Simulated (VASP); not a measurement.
# Hf (Fm-3m) in VASP: single point with PBEsol+D3(BJ)

Aim: the single point of Hf with PBEsol+D3(BJ).

Everything below comes from runs of VASP 6.6.1. Logs are shortened: lines on timing, memory, paths and dates and some standing lists are left out, and cuts for length are marked.

**1. The cell of the first run**

Symmetry: Fm-3m, No. 225, cubic system. Conventional cell: a = 4.378 Å, b = 4.378 Å, c = 4.378 Å, α = 90.00°, β = 90.00°, γ = 90.00°. Within 4.1 Å of Hf (site symmetry m-3m) lie 12 Hf at 3.10 Å.

**2. Single point, PBEsol+D3(BJ)**

INCAR

```
SYSTEM = Hf
PREC = Accurate
ENCUT = 520
EDIFF = 1E-6
ISMEAR = 0
SIGMA = 0.1
LREAL = .FALSE.
LASPH = .TRUE.
NELM = 100
ALGO = Normal
ISIF = 2
LWAVE = .FALSE.
LCHARG = .FALSE.
GGA = PS
IVDW = 12
NBANDS = 11
```

KPOINTS

```
regular mesh
0
G
  7 7 7
  0 0 0
```

POSCAR

```
Hf
1.0
    0.0000000000      2.1889427346      2.1889427346
    2.1889427346      0.0000000000      2.1889427346
    2.1889427346      2.1889427346      0.0000000000
Hf
1
Direct
    0.0000000000      0.0000000000      0.0000000000
```

Potentials or basis: VASP PAW PBE potentials, release 64 (Hf_pv).

Started as:

```bash
$ cat potpaw_PBE.64/Hf_pv/POTCAR > POTCAR
$ mpirun -np 1 vasp_std > vasp.out
```

OUTCAR:

```text
SYSTEM = Hf
   PREC = Accurate
   ENCUT = 520
   EDIFF = 1E-6
   ISMEAR = 0
   LREAL = .FALSE.
   LASPH = .TRUE.
   NELM = 100
   ISIF = 2
   GGA = PS
   IVDW = 12
 IVDW          = 12

 ion  position               nearest neighbor table
   1  0.000  0.000  0.000-

  LATTYP: Found a face centered cubic cell.
 ALAT       =     4.3778854692

  Lattice vectors:

 A1 = (   0.0000000000,   2.1889427346,   2.1889427346)
 A2 = (   2.1889427346,   0.0000000000,   2.1889427346)
 A3 = (   2.1889427346,   2.1889427346,   0.0000000000)

Analysis of symmetry for initial positions (statically):
=====================================================================
 Subroutine PRICEL returns:
 Original cell was already a primitive cell.

 Routine SETGRP: Setting up the symmetry group for a
 face centered cubic supercell.

 Subroutine GETGRP returns: Found 48 space group operations
 (whereof 48 operations were pure point group operations)
 out of a pool of 48 trial point group operations.

The static configuration has the point symmetry O_h .

Analysis of symmetry for dynamics (positions and initial velocities):
=====================================================================
 Subroutine PRICEL returns:
 Original cell was already a primitive cell.

 Routine SETGRP: Setting up the symmetry group for a
 face centered cubic supercell.

 Subroutine GETGRP returns: Found 48 space group operations
 (whereof 48 operations were pure point group operations)
 out of a pool of 48 trial point group operations.

The dynamic configuration has the point symmetry O_h .

 Subroutine INISYM returns: Found 48 space group operations
 (whereof 48 operations are pure point group operations),
 and found     1 'primitive' translations

----------------------------------------------------------------------------------------

                                     Primitive cell

  volume of cell :      20.9765

  direct lattice vectors                    reciprocal lattice vectors
     0.000000000  2.188942735  2.188942735    -0.228420777  0.228420777  0.228420777
     2.188942735  0.000000000  2.188942735     0.228420777 -0.228420777  0.228420777
     2.188942735  2.188942735  0.000000000     0.228420777  0.228420777 -0.228420777

  length of vectors
     3.095632503  3.095632503  3.095632503     0.395636391  0.395636391  0.395636391

  position of ions in fractional coordinates (direct lattice)
     0.000000000  0.000000000  0.000000000

  ion indices of the primitive-cell ions
   primitive index   ion index
                 1           1

----------------------------------------------------------------------------------------

 KPOINTS: regular mesh
[... 73 lines left out ...]
   PSTRESS=    0.0 pullay stress
   NELECT =      10.0000    total number of electrons
   NUPDOWN=      -1.0000    fix difference up-down
   EMIN   =  10.00;   EMAX   =-10.00  energy-range for DOS
   EFERMI =   0.00;   METHOD = LEGACY
   ISMEAR =     0;   SIGMA  =   0.10  broadening in eV -4-tet -1-fermi 0-gaus
   EFERMI_NEDOS =   21; number of points for ismear=-14 and -15
   IALGO  =     38    algorithm
   IMIX   =      4    mixing-type and parameters
     AMIX     =   0.40;   BMIX     =  1.00
     AMIX_MAG =   1.60;   BMIX_MAG =  1.00
  volume/ion in A,a.u.               =      20.98       141.56
  Fermi-wavevector in a.u.,A,eV,Ry     =   1.278882  2.416736 22.252857  1.635539
  Thomas-Fermi vector in A             =   2.411399
   LORBIT       =      0    0 simple, 1 ext, 2 COOP (PROOUT), +10 PAW based schemes
   GGA     = PS    functional components
   LHFCALC =     F    Hartree Fock is set to
   AEXX    =    0.0000 exact exchange contribution
   IVDW    =    12    specifies the selected vdW correction
   LEPSILON=     F    determine dielectric tensor
   LRPA    =     F    only Hartree local field effects (RPA)
 non-spin polarized calculation
 Gauss-broadening in eV      SIGMA  =   0.10
  energy-cutoff  :      520.00
  volume of cell :       20.98
 maximum number of plane-waves:       572
   NGX = 11   NGY = 11   NGZ = 11

 number of electron      10.0000001 magnetization

 Free energy of the ion-electron system (eV)
  ---------------------------------------------------
  ext. energy  EPLUGINS =         0.00000000
  ---------------------------------------------------
  free energy    TOTEN  =       -10.42082764 eV

  energy without entropy =      -10.40952965  energy(sigma->0) =      -10.41517864

 E-fermi :   5.0114     XC(G=0): -11.6929

 val. band max:        5.0057208902   @ k =  -0.4286   0.2857   0.1429
 cond. band min:       5.0304842433   @ k =   0.2857   0.0000   0.0000
 fundamental gap:      0.0247633531
 Fermi energy:         5.0113912772

 k-point     1 :       0.0000    0.0000    0.0000
  band No.  band energies     occupation
      1     -24.7057      2.00000
      2     -24.7057      2.00000
      3     -24.7057      2.00000
      4      -2.4003      2.00000
      5       6.4381      0.00000
      6       6.4381      0.00000
      7       6.4381      0.00000
      8       9.4640      0.00000
      9       9.4640      0.00000
     10      16.6092      0.00000
     11      18.2904      0.00000
[... 253 lines left out ...]
 k-point    20 :      -0.2857    0.4286    0.1429
  band No.  band energies     occupation
      1     -25.4087      2.00000
      2     -25.3484      2.00000
      3     -25.0311      2.00000
      4       3.1180      2.00000
      5       3.9344      2.00000
      6       5.1396      0.06982
      7       8.0745      0.00000
      8      11.7210      0.00000
      9      13.1977      0.00000
     10      15.8591      0.00000
     11      16.9015      0.00000

------------------------ aborting loop because EDIFF is reached ----------------------------------------

 Edisp (eV)   -0.54699

 E8    (eV) :    -0.4131

  FORCE on cell =-STRESS in cart. coord.  units (eV):
  Direction    XX          YY          ZZ          XY          YZ          ZX
  --------------------------------------------------------------------------------------
  -------------------------------------------------------------------------------------
  Total      -0.11914    -0.11914    -0.11914    -0.00000    -0.00000    -0.00000
  in kB      -9.09955    -9.09955    -9.09955    -0.00000    -0.00000    -0.00000
  external pressure =       -9.10 kB  Pullay stress =        0.00 kB

 VOLUME and BASIS-vectors are now :
 -----------------------------------------------------------------------------
  energy-cutoff  :      520.00
  volume of cell :       20.98
      direct lattice vectors                 reciprocal lattice vectors
     0.000000000  2.188942735  2.188942735    -0.228420777  0.228420777  0.228420777
     2.188942735  0.000000000  2.188942735     0.228420777 -0.228420777  0.228420777
     2.188942735  2.188942735  0.000000000     0.228420777  0.228420777 -0.228420777

 POSITION                                       TOTAL-FORCE (eV/Angst)
 -----------------------------------------------------------------------------------
      0.00000      0.00000      0.00000         0.000000     -0.000000     -0.000000
 -----------------------------------------------------------------------------------
    total drift:                               -0.000000     -0.000000     -0.000000

  FREE ENERGIE OF THE ION-ELECTRON SYSTEM (eV)
  ---------------------------------------------------
  free  energy   TOTEN  =       -10.9678223446 eV

  energy  without entropy=      -10.9565243563  energy(sigma->0) =      -10.96217335
```

OSZICAR:

```text
N       E                     dE             d eps       ncg     rms          rms(c)
DAV:   1     0.134273548973E+02    0.13427E+02   -0.58377E+03   440   0.858E+02
DAV:   2    -0.102768981526E+02   -0.23704E+02   -0.23109E+02   564   0.158E+02
DAV:   3    -0.107615159634E+02   -0.48462E+00   -0.46778E+00   550   0.151E+01
DAV:   4    -0.107629338203E+02   -0.14179E-02   -0.14177E-02   488   0.107E+00
DAV:   5    -0.107629402548E+02   -0.64344E-05   -0.64349E-05   554   0.650E-02    0.479E+01
DAV:   6    -0.105131346708E+02    0.24981E+00   -0.19682E-01   506   0.328E+00    0.289E+01
DAV:   7    -0.104251570361E+02    0.87978E-01   -0.34122E-01   515   0.408E+00    0.141E+00
DAV:   8    -0.104207847193E+02    0.43723E-02   -0.26609E-02   491   0.113E+00    0.589E-02
DAV:   9    -0.104208279717E+02   -0.43252E-04   -0.40547E-04   524   0.161E-01    0.523E-02
DAV:  10    -0.104208276250E+02    0.34666E-06   -0.15194E-05   502   0.293E-02    0.501E-02
DAV:  11    -0.104208276371E+02   -0.12118E-07   -0.18351E-06   484   0.104E-02
   1 F= -.10967822E+02 E0= -.10962173E+02  d E =-.112980E-01
```

Run time: 2.2 s. Hardware: 1 thread of Intel Xeon 6975P-C (Granite Rapids), shared host; peak memory 0.14 GiB.

What came out:

| Item | Value |
| --- | --- |
| Free energy | -10.9678 eV |
| Pressure | -0.9 GPa |
| Band gap on the k mesh | zero (band 5 reaches 6.44 eV, above the bottom of band 6 at 4.82 eV) |
| Dispersion energy per atom | -0.547 eV |

Caveat: three body term missing; the PAW data sets were made with another functional, which shifts forces and pressure a little; spin-orbit coupling is left out, which moves the levels of the heavy elements; pairwise dispersion overbinds metals, which lowers pressure and volume.
